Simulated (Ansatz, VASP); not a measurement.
**ZnS3: VASP beside Ansatz**

```xyz
4
Lattice="3.1695 0.0000 0.0000 0.0000 3.1695 0.0000 0.0000 0.0000 6.3491" Properties=species:S:1:pos:R:3 pbc="T T T"
Zn    1.5847    1.5847    3.1745
S     0.0000    0.0000    4.6886
S     0.0000    0.0000    1.6605
S     1.5847    1.5847    0.0000
```

Change from the starting cell: species swapped into the MnFe3 type (P4/mmm, No. 123).

Alike in both runs: functional PBE; k mesh 14 × 14 × 8; occupations gaussian, width 0.1 eV; no spin polarisation.

Ansatz relaxed the structure, and its values are those at the end. VASP's run is a single point on that final structure, the one shown.

|  | VASP | Ansatz |
| --- | --- | --- |
| version | VASP 6.6.1 | Ansatz 0.2.0 |
| potentials or method | VASP PAW PBE potentials, release 64 (Zn, S), cutoff 520 eV | scalar-relativistic, plane waves, PAW |
| valence electrons in the cell | 30 | 30 |

Ansatz gave:

```
gap on the k mesh at the Fermi level (eV) : none
pressure (GPa)                            : 0.0
rms of the force components (eV/Å)        : 0.001
```

Question: Which values does VASP return?

Answer: gap on the k mesh at the Fermi level (eV): none; pressure (GPa): 0.0; rms of the force components (eV/Å): 0.004.

A gap of «none» marks a metal or a gap that the smearing closes. With one functional, cell and mesh, what is left measures potentials, basis and numerics.
